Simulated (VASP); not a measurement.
# Ni (P6_3/mmc) in VASP: relaxation of cell and atoms with LDA

Aim: the relaxation of cell and atoms of Ni with LDA.

Everything below comes from runs of VASP 6.6.1. Logs are shortened: lines on timing, memory, paths and dates and some standing lists are left out, and cuts for length are marked.

## 1. The cell of the first run

The structure is hexagonal, space group P6_3/mmc (No. 194). The conventional cell has a = 2.448 Å, b = 2.448 Å, c = 4.073 Å, α = 90.00°, β = 90.00°, γ = 120.00°. Ni (site symmetry -6m2) has 12 Ni at 2.45 to 2.48 Å within 3.2 Å.

This isn't the form of Ni at room conditions, which is fcc.

## 2. Relaxation of cell and atoms, LDA, collinear spin, ferromagnetic start

INCAR

```
PREC = Accurate ; ENCUT = 600
EDIFF = 1E-7 ; ISMEAR = -1
SIGMA = 0.1 ; LREAL = False
LASPH = True ; NELM = 200
ALGO = Normal ; ISIF = 3
LWAVE = False ; LCHARG = False
ISPIN = 2 ; MAGMOM = 1.5 1.5
LORBIT = 11 ; LMAXMIX = 4
IBRION = 2 ; NSW = 80
EDIFFG = -0.01 ; GGA_COMPAT = False
NELMIN = 4
```

KPOINTS

```
regular mesh
0
Gamma
  20 20 11
```

POSCAR

```
Ni
1.0
    2.4480200000      0.0000000000      0.0000000000
   -1.2240100000      2.1200500000      0.0000000000
    0.0000000000      0.0000000000      4.0728100000
Ni
2
Direct
    0.3333333333      0.6666666667      0.2500000000
    0.6666666667      0.3333333333      0.7500000000
```

Potentials or basis: VASP PAW LDA potentials, release 64 (Ni).

Started as:

```console
$ cat potpaw_LDA.64/Ni/POTCAR > POTCAR
$ mpirun -np 1 vasp_std > vasp.out
```

OUTCAR:

```text
PREC = Accurate
   ENCUT = 600
   EDIFF = 1E-7
   ISMEAR = -1
   LREAL = False
   LASPH = True
   NELM = 200
   ISIF = 3
   ISPIN = 2
   LORBIT = 11
   IBRION = 2
   NSW = 80
   EDIFFG = -0.01
   NELMIN = 4

 ion  position               nearest neighbor table
   1  0.333  0.667  0.250-   2 2.48   2 2.48   2 2.48   2 2.48   2 2.48   2 2.48
   2  0.667  0.333  0.750-   1 2.48   1 2.48   1 2.48   1 2.48   1 2.48   1 2.48

  LATTYP: Found a hexagonal cell.
 ALAT       =     2.4480200000
 C/A-ratio  =     1.6637159827

  Lattice vectors:

 A1 = (   2.4480200000,   0.0000000000,   0.0000000000)
 A2 = (  -1.2240100000,   2.1200500000,   0.0000000000)
 A3 = (   0.0000000000,   0.0000000000,   4.0728100000)

Analysis of symmetry for initial positions (statically):
=====================================================================
 Subroutine PRICEL returns:
 Original cell was already a primitive cell.

 Routine SETGRP: Setting up the symmetry group for a
 hexagonal supercell.

 Subroutine GETGRP returns: Found 24 space group operations
 (whereof 12 operations were pure point group operations)
 out of a pool of 24 trial point group operations.

The static configuration has the point symmetry D_3d.
 The point group associated with its full space group is D_6h.

Analysis of symmetry for dynamics (positions and initial velocities):
=====================================================================
 Subroutine PRICEL returns:
 Original cell was already a primitive cell.

 Routine SETGRP: Setting up the symmetry group for a
 hexagonal supercell.

 Subroutine GETGRP returns: Found 24 space group operations
 (whereof 12 operations were pure point group operations)
 out of a pool of 24 trial point group operations.

The dynamic configuration has the point symmetry D_3d.
 The point group associated with its full space group is D_6h.

Analysis of structural, dynamic, and magnetic symmetry:
=====================================================================
 Subroutine PRICEL returns:
 Original cell was already a primitive cell.

 Routine SETGRP: Setting up the symmetry group for a
 hexagonal supercell.

 Subroutine GETGRP returns: Found 24 space group operations
 (whereof 12 operations were pure point group operations)
 out of a pool of 24 trial point group operations.

The overall configuration has the point symmetry D_3d.
 The point group associated with its full space group is D_6h.

 Subroutine INISYM returns: Found 24 space group operations
 (whereof 12 operations are pure point group operations),
 and found     1 'primitive' translations

----------------------------------------------------------------------------------------

                                     Primitive cell

  volume of cell :      21.1376

  direct lattice vectors                    reciprocal lattice vectors
     2.448020000  0.000000000  0.000000000     0.408493395  0.235843494  0.000000000
    -1.224010000  2.120050000  0.000000000     0.000000000  0.471686989  0.000000000
     0.000000000  0.000000000  4.072810000     0.000000000  0.000000000  0.245530727

  length of vectors
     2.448020000  2.448022157  4.072810000     0.471687404  0.471686989  0.245530727

  position of ions in fractional coordinates (direct lattice)
     0.333333333  0.666666667  0.250000000
     0.666666667  0.333333333  0.750000000

  ion indices of the primitive-cell ions
   primitive index   ion index
                 1           1
                 2           2

----------------------------------------------------------------------------------------

 KPOINTS: regular mesh

Automatic generation of k-mesh.
 Grid dimensions read from file:
 generate k-points for:   20   20   11

 Generating k-lattice:

  Cartesian coordinates                     Fractional coordinates (reciprocal lattice)
     0.020424670  0.011792175  0.000000000     0.050000000  0.000000000  0.000000000
     0.000000000  0.023584349  0.000000000     0.000000000  0.050000000  0.000000000
     0.000000000  0.000000000  0.022320975     0.000000000  0.000000000  0.090909091

  Length of vectors
     0.023584370  0.023584349  0.022320975

  Shift w.r.t. Gamma in fractional coordinates (k-lattice)
     0.000000000  0.000000000  0.000000000

 Subroutine IBZKPT returns following result:
 ===========================================

 Found    264 irreducible k-points:

 Following reciprocal coordinates:
            Coordinates               Weight
  0.000000  0.000000  0.000000      1.000000
  0.050000 -0.000000  0.000000      6.000000
  0.100000 -0.000000  0.000000      6.000000
  0.150000 -0.000000  0.000000      6.000000
  0.200000 -0.000000  0.000000      6.000000
  0.250000  0.000000  0.000000      6.000000
[... 16 lines left out ...]
  0.200000  0.100000  0.000000     12.000000
  0.250000  0.100000  0.000000     12.000000
 [... further k-points ...]
   k-points           NKPTS =    264   k-points in BZ     NKDIM =    264   number of bands    NBANDS=     16
   number of dos      NEDOS =    301   number of ions     NIONS =      2
   total plane-waves  NPLWV =  14400
   dimension x,y,z NGX =    20 NGY =   20 NGZ =   36
   dimension x,y,z NGXF=    40 NGYF=   40 NGZF=   72
   ions per type =               2
   NGX,Y,Z   is equivalent  to a cutoff of  13.58, 13.58, 14.69 a.u.
   NGXF,Y,Z  is equivalent  to a cutoff of  27.16, 27.16, 29.39 a.u.
 SYSTEM =  unknown system
   PREC   = accura    normal or accurate (medium, high low for compatibility)
   ISTART =      0    job   : 0-new  1-cont  2-samecut
   ICHARG =      2    charge: 1-file 2-atom 10-const
   ISPIN  =      2    spin polarized calculation?
   LNONCOLLINEAR =      F non collinear calculations
   LSORBIT =      F    spin-orbit coupling
   LASPH  =      T    aspherical Exc in radial PAW
   ENCUT  =  600.0 eV  44.10 Ry    6.64 a.u.   4.89  4.89  8.13*2*pi/ulx,y,z
   NELM   =    200;   NELMIN=  4; NELMDL= -5     # of ELM steps
   EDIFF  = 0.1E-06   stopping-criterion for ELM
   LREAL  =      F    real-space projection
   EDIFFG = -.1E-01   stopping-criterion for IOM
   NSW    =     80    number of steps for IOM
   IBRION =      2    ionic relax: 0-MD 1-quasi-New 2-CG
   NFREE  =      1    steps in history (QN), initial steepest desc. (CG)
   ISIF   =      3    stress and relaxation
   ISYM   =      2    0-nonsym 1-usesym 2-fastsym
   POTIM  = 0.5000    time-step for ionic-motion
   TEBEG  =    0.0;   TEEND  =   0.0 temperature during run
   PSTRESS=    0.0 pullay stress
   NELECT =      20.0000    total number of electrons
   NUPDOWN=      -1.0000    fix difference up-down
   EMIN   =  10.00;   EMAX   =-10.00  energy-range for DOS
   EFERMI =   0.00;   METHOD = LEGACY
   ISMEAR =    -1;   SIGMA  =   0.10  broadening in eV -4-tet -1-fermi 0-gaus
   EFERMI_NEDOS =   21; number of points for ismear=-14 and -15
   IALGO  =     38    algorithm
   IMIX   =      4    mixing-type and parameters
     AMIX     =   0.40;   BMIX     =  1.00
     AMIX_MAG =   1.60;   BMIX_MAG =  1.00
  volume/ion in A,a.u.               =      10.57        71.32
  Fermi-wavevector in a.u.,A,eV,Ry     =   1.607187  3.037143 35.144532  2.583050
  Thomas-Fermi vector in A             =   2.703256
   LORBIT       =     11    0 simple, 1 ext, 2 COOP (PROOUT), +10 PAW based schemes
   GGA     = CA    functional components
   LHFCALC =     F    Hartree Fock is set to
   AEXX    =    0.0000 exact exchange contribution
   IVDW    =     0    specifies the selected vdW correction
   LEPSILON=     F    determine dielectric tensor
   LRPA    =     F    only Hartree local field effects (RPA)
 conjugate gradient relaxation of ions
 spin polarized calculation
  energy-cutoff  :      600.00
  volume of cell :       21.14
 maximum number of plane-waves:       736
 NGX is ok and might be reduce to    20
   NGX =  9   NGY =  9   NGZ = 17

--------------------------------------- Ionic step        1  -------------------------------------------

 number of electron      20.0000004 magnetization       1.1509002

 Free energy of the ion-electron system (eV)
  ---------------------------------------------------
  ext. energy  EPLUGINS =         0.00000000
  ---------------------------------------------------
  free energy    TOTEN  =       -13.13426840 eV

  energy without entropy =      -13.01046726  energy(sigma->0) =      -13.07236783

 E-fermi :   9.4551     XC(G=0): -13.7835

 val. band max:        9.4546191281   @ k =   0.3000   0.2000   0.0000
 cond. band min:       9.4553877543   @ k =   0.2500   0.0500   0.2727
 fundamental gap:      0.0007686261
 Fermi energy:         9.4550639833

 spin component 1

 k-point     1 :       0.0000    0.0000    0.0000
  band No.  band energies     occupation
      1       0.2587      1.00000
      2       4.4899      1.00000
      3       6.9796      1.00000
      4       7.1402      1.00000
      5       7.1402      1.00000
      6       7.4071      1.00000
[... 433 lines left out ...]
      3       5.8400      1.00000
      4       6.3250      1.00000
      5       7.0923      1.00000
      6       7.1505      1.00000
[... 8 lines left out ...]
     15      24.3004      0.00000
     16      27.9985      0.00000

 [... further k-points ...]

 spin component 2

 k-point     1 :       0.0000    0.0000    0.0000
  band No.  band energies     occupation
      1       0.3026      1.00000
      2       4.8314      1.00000
      3       7.5390      1.00000
      4       7.6932      1.00000
      5       7.6932      1.00000
      6       7.9744      1.00000
[... 433 lines left out ...]
      3       6.2348      1.00000
      4       6.7787      1.00000
      5       7.6167      1.00000
      6       7.6741      1.00000
[... 8 lines left out ...]
     15      24.4376      0.00000
     16      28.1166      0.00000

 [... further k-points ...]

------------------------ aborting loop because EDIFF is reached ----------------------------------------

  FORCE on cell =-STRESS in cart. coord.  units (eV):
  Direction    XX          YY          ZZ          XY          YZ          ZX
  --------------------------------------------------------------------------------------
  -------------------------------------------------------------------------------------
  Total       -1.2612321     -1.2612350     -1.7225342     -0.0000000      0.0000000     -0.0000000
  in kB      -95.5983440    -95.5985687   -130.5639295     -0.0000000      0.0000000     -0.0000000
  external PRESSURE =    -107.2536141 kB  Pullay stress =       0.0000000 kB
[... 89 lines left out ...]
  FREE ENERGIE OF THE ION-ELECTRON SYSTEM (eV)
  ---------------------------------------------------
  free  energy   TOTEN  =       -13.1709171089 eV

  energy  without entropy=      -13.0510836009  energy(sigma->0) =      -13.11100035

[... ionic steps 4 to 7 ...]

--------------------------------------- Ionic step        8  -------------------------------------------

 number of electron      20.0000004 magnetization       1.1237011

------------------------ aborting loop because EDIFF is reached ----------------------------------------
[... 67 lines left out ...]
--------------------------------------- Ionic step       10  -------------------------------------------

 number of electron      20.0000004 magnetization       1.1241286

 Free energy of the ion-electron system (eV)
  ---------------------------------------------------
  ext. energy  EPLUGINS =         0.00000000
  ---------------------------------------------------
  free energy    TOTEN  =       -13.17196287 eV

  energy without entropy =      -13.05158375  energy(sigma->0) =      -13.11177331

 E-fermi :  10.1967     XC(G=0): -14.0783

 val. band max:       10.1956607789   @ k =   0.3500  -0.0000   0.3636
 cond. band min:      10.1979494132   @ k =   0.2500   0.0000   0.4545
 fundamental gap:      0.0022886344
 Fermi energy:        10.1967152695

 spin component 1

 k-point     1 :       0.0000    0.0000    0.0000
  band No.  band energies     occupation
      1       0.6450      1.00000
      2       4.9694      1.00000
      3       7.6526      1.00000
      4       7.7566      1.00000
      5       7.7566      1.00000
      6       8.0629      1.00000
[... 433 lines left out ...]
      3       6.3577      1.00000
      4       6.8535      1.00000
      5       7.7248      1.00000
      6       7.7547      1.00000
[... 8 lines left out ...]
     15      25.3287      0.00000
     16      29.2682      0.00000

 [... further k-points ...]

 spin component 2

 k-point     1 :       0.0000    0.0000    0.0000
  band No.  band energies     occupation
      1       0.6915      1.00000
      2       5.3061      1.00000
      3       8.1996      1.00000
      4       8.2930      1.00000
      5       8.2930      1.00000
      6       8.6145      1.00000
[... 433 lines left out ...]
      3       6.7481      1.00000
      4       7.2911      1.00000
      5       8.2406      1.00000
      6       8.2659      1.00000
[... 8 lines left out ...]
     15      25.4690      0.00000
     16      29.3902      0.00000

 [... further k-points ...]

------------------------ aborting loop because EDIFF is reached ----------------------------------------

  FORCE on cell =-STRESS in cart. coord.  units (eV):
  Direction    XX          YY          ZZ          XY          YZ          ZX
  --------------------------------------------------------------------------------------
  -------------------------------------------------------------------------------------
  Total        0.0043721      0.0043721     -0.0029239     -0.0000000      0.0000000     -0.0000000
  in kB        0.3479608      0.3479616     -0.2327018     -0.0000000      0.0000000     -0.0000000
  external PRESSURE =       0.1544069 kB  Pullay stress =       0.0000000 kB
[... 17 lines left out ...]
  FREE ENERGIE OF THE ION-ELECTRON SYSTEM (eV)
  ---------------------------------------------------
  free  energy   TOTEN  =       -13.1719628711 eV

  energy  without entropy=      -13.0515837521  energy(sigma->0) =      -13.11177331

 reached required accuracy - stopping structural energy minimisation

 total charge

# of ion       s       p       d       tot
------------------------------------------
    1        0.532   0.568   8.370   9.470
    2        0.532   0.568   8.370   9.470
--------------------------------------------------
tot          1.065   1.135  16.739  18.940

 magnetization (x)

# of ion       s       p       d       tot
------------------------------------------
    1       -0.004  -0.018   0.583   0.562
    2       -0.004  -0.018   0.583   0.562
--------------------------------------------------
tot         -0.008  -0.035   1.167   1.124
```

It took 20 min on 1 thread of Oxide Virtual Turin-like, shared host; peak memory 0.24 GiB.

What came out:

```
Free energy                                           : -13.1720 eV
Relaxed volume                                        : 10.07 Å³/atom
Relaxed cell                                          : a = 2.420 Å, b = 2.420 Å, c = 3.968 Å, α = 90.00°, β = 90.00°, γ = 120.00°
Space group after relaxing (to 0.1 Å)                 : P6_3/mmc (No. 194)
Energy gained by relaxing                             : 18.8 meV/atom
Ionic steps                                           : 10
Pressure after relaxing                               : 0.0 GPa
Net moment                                            : 1.12 μB per cell
Site moments                                          : Ni +0.56 μB
Valence electrons inside the program's atomic spheres : Ni 9.47
```

The path:
```
step  energy change (eV)  largest force (eV/Å)  pressure (GPa)  volume (Å³)
   1              0.0000                0.0000          -10.73        21.14
   2              0.0132                0.0000           15.83        19.05
   3             -0.0366                0.0000            0.04        20.13
   4             -0.0367                0.0000            0.31        20.11
   5             -0.0376                0.0000            0.15        20.12
   6             -0.0377                0.0000            0.13        20.12
   7             -0.0377                0.0000            0.14        20.12
   8             -0.0377                0.0000            0.17        20.12
   9             -0.0377                0.0000           -0.19        20.15
  10             -0.0377                0.0000            0.02        20.13
```

Final structure:
```xyz
2
Lattice="2.4204 0.0000 0.0000 -1.2102 2.0962 0.0000 0.0000 0.0000 3.9678" Properties=species:S:1:pos:R:3 pbc="T T T"
Ni    0.0000    1.3974    0.9920
Ni    1.2102    0.6987    2.9759
```

Levels at points of the mesh, in eV from the Fermi level:
Spin up:
| k point | band 8 | band 9 | band 10 | band 11 | band 12 | band 13 | band 14 | band 15 |
| --- | --- | --- | --- | --- | --- | --- | --- | --- |
| (0.00, 0.00, 0.00) | -1.68 | -1.68 | -0.61 | -0.61 | -0.46 | 6.25 | 23.36 | 25.76 |
| (0.50, 0.00, 0.00) | -0.47 | -0.40 | -0.33 | 1.37 | 3.39 | 9.85 | 10.48 | 13.13 |
Spin down:
| k point | band 5 | band 6 | band 7 | band 8 | band 9 | band 10 | band 11 | band 12 | band 13 | band 14 |
| --- | --- | --- | --- | --- | --- | --- | --- | --- | --- | --- |
| (0.00, 0.00, 0.00) | -1.90 | -1.58 | -1.58 | -1.12 | -1.12 | -0.42 | -0.01 | -0.01 | 6.60 | 23.35 |
| (0.50, 0.00, 0.00) | -2.00 | -1.94 | -1.57 | 0.14 | 0.20 | 0.29 | 1.78 | 3.73 | 10.02 | 10.63 |
